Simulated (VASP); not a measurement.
# Bi2Se3: single point with AM05

The system is Bi2Se3, a sheet with vacuum.

```xyz
5
Lattice="4.1430 0.0000 0.0000 2.0715 3.5879 0.0000 0.0000 0.0000 22.9662" Properties=species:S:1:pos:R:3 pbc="T T T"
Se    0.0000    0.0000   11.4831
Se    2.0715    1.1960   14.9662
Se    4.1430    2.3920    8.0000
Bi    2.0715    1.1960    9.5511
Bi    4.1430    2.3920   13.4151
```

```
Program             : VASP 6.6.1
Task                : single point
Functional          : AM05
Potentials or basis : VASP PAW PBE potentials, release 64 (Se, Bi_d)
Cutoff              : 400 eV
k mesh              : 5 × 5 × 1
Occupations         : gaussian, width 0.03 eV
Spin                : no spin polarisation
```

```
Largest force          : 0.072 eV/Å
Band gap on the k mesh : 0.86 eV (least direct gap 1.26 eV)
```

Forces in eV/Å, atoms in the order of the input:
```
Se   0.000  0.000  0.000
Se   0.000  0.000 -0.020
Se   0.000  0.000  0.020
Bi   0.000  0.000  0.072
Bi   0.000  0.000 -0.072
```

Levels at points of the mesh, in eV from the valence-band top:
| k point | band 21 | band 22 | band 23 | band 24 | band 25 | band 26 | band 27 | band 28 |
| --- | --- | --- | --- | --- | --- | --- | --- | --- |
| (0.00, 0.00, 0.00) | -0.70 | -0.64 | -0.64 | -0.40 | 0.86 | 2.16 | 2.16 | 2.23 |

Run time: 5 min on 1 thread of AMD EPYC 9R45 96-Core Processor (Zen 5) (shared host), peak memory 0.32 GiB.

Caveat: the PAW data sets were made with another functional, which shifts forces and pressure a little; spin-orbit coupling is left out, which moves the levels of the heavy elements.
